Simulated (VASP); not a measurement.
# Rh (I4/mmm) in VASP: notebook

Runs on Rh. Level: PBEsol. Tasks: single point.

Everything below comes from runs of VASP 6.6.1. Logs are shortened: lines on timing, memory, paths and dates and some standing lists are left out, and cuts for length are marked.

### Step 1. The cell of the first run

Symmetry: I4/mmm, No. 139, tetragonal system. Conventional cell: a = 2.770 Å, b = 2.770 Å, c = 3.746 Å, α = 90.00°, β = 90.00°, γ = 90.00°. Within 3.6 Å of Rh (site symmetry 4/mmm) lie 12 Rh at 2.71 to 2.77 Å.

### Step 2. Single point, PBEsol (strain +0.030 along x and y, -0.015 along z)

INCAR reads:

```
SYSTEM = Rh
ALGO     = Fast           ! electronic algorithm
EDIFF    = 1E-6           ! SCF threshold, eV
ENCUT    = 520            ! plane-wave cutoff, eV
GGA      = PS             ! functional
ISIF     = 2              ! what is computed and relaxed
ISMEAR   = 0              ! smearing method
LASPH    = .True.         ! aspherical terms in the spheres
LCHARG   = .False.        ! write CHGCAR
LREAL    = .False.        ! projectors in reciprocal space
LWAVE    = .False.        ! write WAVECAR
NBANDS   = 14             ! bands
NELM     = 100            ! most SCF steps
PREC     = Accurate       ! precision mode
SIGMA    = 0.15           ! smearing width, eV
```

KPOINTS reads:

```
k-points
0
Gamma
  22 22 22
  0 0 0
```

POSCAR reads:

```
Rh
1.0
    0.0000000000      1.9585965000      1.8730267500
    1.9585965000      0.0000000000      1.8730267500
    1.9585965000      1.9585965000      0.0000000000
Rh
1
Direct
    0.0000000000      0.0000000000      0.0000000000
```

Potentials or basis: VASP PAW PBE potentials, release 64 (Rh_pv).

The run is started by

```sh
cat potpaw_PBE.64/Rh_pv/POTCAR > POTCAR
mpirun -np 1 vasp_std > vasp.out
```

OUTCAR:

```text
SYSTEM = Rh
   EDIFF = 1E-6
   ENCUT = 520
   GGA = PS
   ISIF = 2
   ISMEAR = 0
   LASPH = .True.
   LREAL = .False.
   NELM = 100
   PREC = Accurate

 ion  position               nearest neighbor table
   1  0.000  0.000  0.000-

  LATTYP: Found a body centered tetragonal cell.
 ALAT       =     2.7698737335
 C/A-ratio  =     1.3524275329

  Lattice vectors:

 A1 = (   0.0000000000,  -1.9585965000,  -1.8730267500)
 A2 = (   0.0000000000,   1.9585965000,  -1.8730267500)
 A3 = (   1.9585965000,   0.0000000000,   1.8730267500)

Analysis of symmetry for initial positions (statically):
=====================================================================
 Subroutine PRICEL returns:
 Original cell was already a primitive cell.

 Routine SETGRP: Setting up the symmetry group for a
 body centered tetragonal supercell.

 Subroutine GETGRP returns: Found 16 space group operations
 (whereof 16 operations were pure point group operations)
 out of a pool of 16 trial point group operations.

The static configuration has the point symmetry D_4h.

Analysis of symmetry for dynamics (positions and initial velocities):
=====================================================================
 Subroutine PRICEL returns:
 Original cell was already a primitive cell.

 Routine SETGRP: Setting up the symmetry group for a
 body centered tetragonal supercell.

 Subroutine GETGRP returns: Found 16 space group operations
 (whereof 16 operations were pure point group operations)
 out of a pool of 16 trial point group operations.

The dynamic configuration has the point symmetry D_4h.

 Subroutine INISYM returns: Found 16 space group operations
 (whereof 16 operations are pure point group operations),
 and found     1 'primitive' translations

----------------------------------------------------------------------------------------

                                     Primitive cell

  volume of cell :      14.3702

  direct lattice vectors                    reciprocal lattice vectors
     0.000000000  1.958596500  1.873026750    -0.255284843  0.255284843  0.266947602
     1.958596500  0.000000000  1.873026750     0.255284843 -0.255284843  0.266947602
     1.958596500  1.958596500  0.000000000     0.255284843  0.255284843 -0.266947602

  length of vectors
     2.710042335  2.710042335  2.769873734     0.449000807  0.449000807  0.449000807

  position of ions in fractional coordinates (direct lattice)
     0.000000000  0.000000000  0.000000000

  ion indices of the primitive-cell ions
   primitive index   ion index
                 1           1

----------------------------------------------------------------------------------------

 KPOINTS: k-points

Automatic generation of k-mesh.
 Grid dimensions read from file:
 generate k-points for:   22   22   22

 Generating k-lattice:

  Cartesian coordinates                     Fractional coordinates (reciprocal lattice)
    -0.011603856  0.011603856  0.012133982     0.045454545  0.000000000  0.000000000
     0.011603856 -0.011603856  0.012133982     0.000000000  0.045454545  0.000000000
     0.011603856  0.011603856 -0.012133982     0.000000000  0.000000000  0.045454545

  Length of vectors
     0.020409128  0.020409128  0.020409128

  Shift w.r.t. Gamma in fractional coordinates (k-lattice)
     0.000000000  0.000000000  0.000000000

 Subroutine IBZKPT returns following result:
 ===========================================

 Found    834 irreducible k-points:

 Following reciprocal coordinates:
            Coordinates               Weight
  0.000000  0.000000  0.000000      1.000000
  0.045455  0.000000  0.000000      8.000000
  0.090909  0.000000  0.000000      8.000000
  0.136364  0.000000  0.000000      8.000000
  0.181818  0.000000  0.000000      8.000000
  0.227273  0.000000  0.000000      8.000000
[... 16 lines left out ...]
  0.500000  0.045455  0.000000      8.000000
 -0.454545  0.045455  0.000000      8.000000
 [... further k-points ...]
   k-points           NKPTS =    834   k-points in BZ     NKDIM =    834   number of bands    NBANDS=     14
   number of dos      NEDOS =    301   number of ions     NIONS =      1
   total plane-waves  NPLWV =   9600
   dimension x,y,z NGX =    20 NGY =   20 NGZ =   24
   dimension x,y,z NGXF=    40 NGYF=   40 NGZF=   48
   ions per type =               1
   NGX,Y,Z   is equivalent  to a cutoff of  12.27, 12.27, 14.40 a.u.
   NGXF,Y,Z  is equivalent  to a cutoff of  24.54, 24.54, 28.81 a.u.
 SYSTEM =  Rh
   PREC   = accura    normal or accurate (medium, high low for compatibility)
   ISTART =      0    job   : 0-new  1-cont  2-samecut
   ICHARG =      2    charge: 1-file 2-atom 10-const
   ISPIN  =      1    spin polarized calculation?
   LNONCOLLINEAR =      F non collinear calculations
   LSORBIT =      F    spin-orbit coupling
   LASPH  =      T    aspherical Exc in radial PAW
   ENCUT  =  520.0 eV  38.22 Ry    6.18 a.u.   5.04  5.04  5.15*2*pi/ulx,y,z
   NELM   =    100;   NELMIN=  2; NELMDL= -5     # of ELM steps
   EDIFF  = 0.1E-05   stopping-criterion for ELM
   LREAL  =      F    real-space projection
   EDIFFG = 0.1E-04   stopping-criterion for IOM
   NSW    =      0    number of steps for IOM
   IBRION =     -1    ionic relax: 0-MD 1-quasi-New 2-CG
   NFREE  =      0    steps in history (QN), initial steepest desc. (CG)
   ISIF   =      2    stress and relaxation
   ISYM   =      2    0-nonsym 1-usesym 2-fastsym
   POTIM  = 0.5000    time-step for ionic-motion
   TEBEG  =    0.0;   TEEND  =   0.0 temperature during run
   PSTRESS=    0.0 pullay stress
   NELECT =      15.0000    total number of electrons
   NUPDOWN=      -1.0000    fix difference up-down
   EMIN   =  10.00;   EMAX   =-10.00  energy-range for DOS
   EFERMI =   0.00;   METHOD = LEGACY
   ISMEAR =     0;   SIGMA  =   0.15  broadening in eV -4-tet -1-fermi 0-gaus
   EFERMI_NEDOS =   21; number of points for ismear=-14 and -15
   IALGO  =     68    algorithm
   IMIX   =      4    mixing-type and parameters
     AMIX     =   0.40;   BMIX     =  1.00
     AMIX_MAG =   1.60;   BMIX_MAG =  1.00
  volume/ion in A,a.u.               =      14.37        96.98
  Fermi-wavevector in a.u.,A,eV,Ry     =   1.660672  3.138216 37.522589  2.757833
  Thomas-Fermi vector in A             =   2.747868
   LORBIT       =      0    0 simple, 1 ext, 2 COOP (PROOUT), +10 PAW based schemes
   GGA     = PS    functional components
   LHFCALC =     F    Hartree Fock is set to
   AEXX    =    0.0000 exact exchange contribution
   IVDW    =     0    specifies the selected vdW correction
   LEPSILON=     F    determine dielectric tensor
   LRPA    =     F    only Hartree local field effects (RPA)
 non-spin polarized calculation
 RMM-DIIS sequential band-by-band and
 Gauss-broadening in eV      SIGMA  =   0.15
  energy-cutoff  :      520.00
  volume of cell :       14.37
 maximum number of plane-waves:       401
   NGX =  9   NGY =  9   NGZ = 11

 number of electron      14.9999998 magnetization

 Free energy of the ion-electron system (eV)
  ---------------------------------------------------
  ext. energy  EPLUGINS =         0.00000000
  ---------------------------------------------------
  free energy    TOTEN  =        -8.08816197 eV

  energy without entropy =       -8.07200905  energy(sigma->0) =       -8.08008551

 E-fermi :  10.9525     XC(G=0): -13.9348

 val. band max:       10.9504831025   @ k =   0.3182   0.2273   0.0909
 cond. band min:      10.9535614215   @ k =   0.3182   0.1364   0.0909
 fundamental gap:      0.0030783190
 Fermi energy:        10.9524690476

 k-point     1 :       0.0000    0.0000    0.0000
  band No.  band energies     occupation
      1     -35.3048      2.00000
      2     -35.3048      2.00000
      3     -35.2807      2.00000
      4       3.2325      2.00000
      5       7.9346      2.00000
      6       7.9346      2.00000
      7       8.3724      2.00000
      8       9.7628      2.00000
      9      10.2926      2.00000
     10      26.9521      0.00000
     11      31.4590      0.00000
     12      31.6895      0.00000
     13      31.6895      0.00000
     14      33.0184      0.00000

 k-point     2 :       0.0455    0.0000    0.0000
  band No.  band energies     occupation
      1     -35.3147      2.00000
      2     -35.3070      2.00000
      3     -35.2853      2.00000
      4       3.3130      2.00000
      5       7.9242      2.00000
      6       7.9656      2.00000
      7       8.3781      2.00000
      8       9.7502      2.00000
      9      10.2710      2.00000
     10      27.0640      0.00000
     11      31.3896      0.00000
     12      31.4699      0.00000
     13      31.8021      0.00000
     14      32.9212      0.00000

 k-point     3 :       0.0909    0.0000    0.0000
  band No.  band energies     occupation
      1     -35.3499      2.00000
      2     -35.3135      2.00000
      3     -35.2926      2.00000
      4       3.5480      2.00000
      5       7.8780      2.00000
      6       8.0493      2.00000
      7       8.4152      2.00000
      8       9.7237      2.00000
      9      10.2149      2.00000
     10      27.3725      0.00000
     11      30.4765      0.00000
     12      31.4619      0.00000
     13      32.1325      0.00000
     14      33.0627      0.00000
[... 324 lines left out ...]
 k-point    23 :       0.5000    0.0455    0.0000
  band No.  band energies     occupation
      1     -35.9241      2.00000
      2     -35.4167      2.00000
      3     -35.3653      2.00000
      4       5.2167      2.00000
      5       7.8311      2.00000
      6       8.1968      2.00000
      7      10.6627      1.99371
      8      11.6134      0.00000
      9      12.3926      0.00000
     10      19.1433      0.00000
     11      26.4863      0.00000
     12      31.2026      0.00000
     13      31.4596      0.00000
     14      32.0116      0.00000

 k-point    24 :      -0.4545    0.0455    0.0000
  band No.  band energies     occupation
      1     -35.9184      2.00000
      2     -35.4135      2.00000
      3     -35.3672      2.00000
      4       5.2247      2.00000
      5       7.8335      2.00000
      6       8.2033      2.00000
      7      10.6673      1.99283
      8      11.5156      0.00000
      9      12.2962      0.00000
     10      19.3190      0.00000
     11      26.5231      0.00000
     12      31.4592      0.00000
     13      31.4713      0.00000
     14      31.8621      0.00000

 [... further k-points ...]
[... 5 lines left out ...]
  --------------------------------------------------------------------------------------
  -------------------------------------------------------------------------------------
  Total       -1.6605038     -1.6605038     -0.8299795      0.0000000     -0.0000000     -0.0000000
  in kB     -185.1341481   -185.1341481    -92.5367078      0.0000000     -0.0000000     -0.0000000
  external PRESSURE =    -154.2683346 kB  Pullay stress =       0.0000000 kB

 VOLUME and BASIS-vectors are now :
 -----------------------------------------------------------------------------
  energy-cutoff  :      520.00
  volume of cell :       14.37
      direct lattice vectors                 reciprocal lattice vectors
     0.000000000  1.958596500  1.873026750    -0.255284843  0.255284843  0.266947602
     1.958596500  0.000000000  1.873026750     0.255284843 -0.255284843  0.266947602
     1.958596500  1.958596500  0.000000000     0.255284843  0.255284843 -0.266947602

 POSITION                                       TOTAL-FORCE (eV/Angst)
 -----------------------------------------------------------------------------------
      0.00000      0.00000      0.00000         0.000000      0.000000      0.000000
 -----------------------------------------------------------------------------------
    total drift:                                0.000000     -0.000000      0.000000

  FREE ENERGIE OF THE ION-ELECTRON SYSTEM (eV)
  ---------------------------------------------------
  free  energy   TOTEN  =        -8.0881619683 eV

  energy  without entropy=       -8.0720090460  energy(sigma->0) =       -8.08008551
```

It took 1.8 min on 1 thread of Intel Xeon 8259CL, shared host; peak memory 0.26 GiB.

What came out:

```
Free energy            : -8.0882 eV
Pressure               : -15.4 GPa
Band gap on the k mesh : zero (an odd number of electrons rules out a gap without spin polarisation)
```

Caveat: the cell differs from its parent crystal (strain +0.030 along x and y, -0.015 along z); the cell stands under tension; the PAW data sets were made with another functional, which shifts forces and pressure a little.

(Part 1 of 2 ends here.)
